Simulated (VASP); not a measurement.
## MgO: single point with PBE

Crystal: MgO.

```
Mg O
1.0
     0.00000    2.12702    2.12702
     2.12702    0.00000    2.12702
     2.12702    2.12702    0.00000
Mg O
1 1
Direct
  0.00000 0.00000 0.00000
  0.50000 0.50000 0.50000
```

```
Program                : VASP 6.6.1
Task                   : single point
Functional             : PBE
Potentials or basis    : VASP PAW PBE potentials, release 64 (Mg, O)
Cutoff                 : 600 eV
k mesh                 : 9 × 9 × 9
Occupations            : gaussian, width 0.01 eV
Spin                   : no spin polarisation
Dipole correction      : no
Further INCAR settings : ALGO = Normal; EDIFF = 1e-06; NBANDS = 11
```

```
Pressure               : -1.0 GPa
Band gap on the k mesh : 4.44 eV
```

Levels at points of the mesh, in eV from the valence-band top:
| k point | band 1 | band 2 | band 3 | band 4 | band 5 | band 6 | band 7 | band 8 |
| --- | --- | --- | --- | --- | --- | --- | --- | --- |
| (0.00, 0.00, 0.00) | -17.11 | 0.00 | 0.00 | 0.00 | 4.44 | 15.63 | 15.63 | 15.63 |

It took 6.3 s on 1 thread of Intel(R) Xeon(R) Platinum 8375C CPU @ 2.90GHz (Ice Lake), with other jobs on the host, peak memory 0.14 GiB.
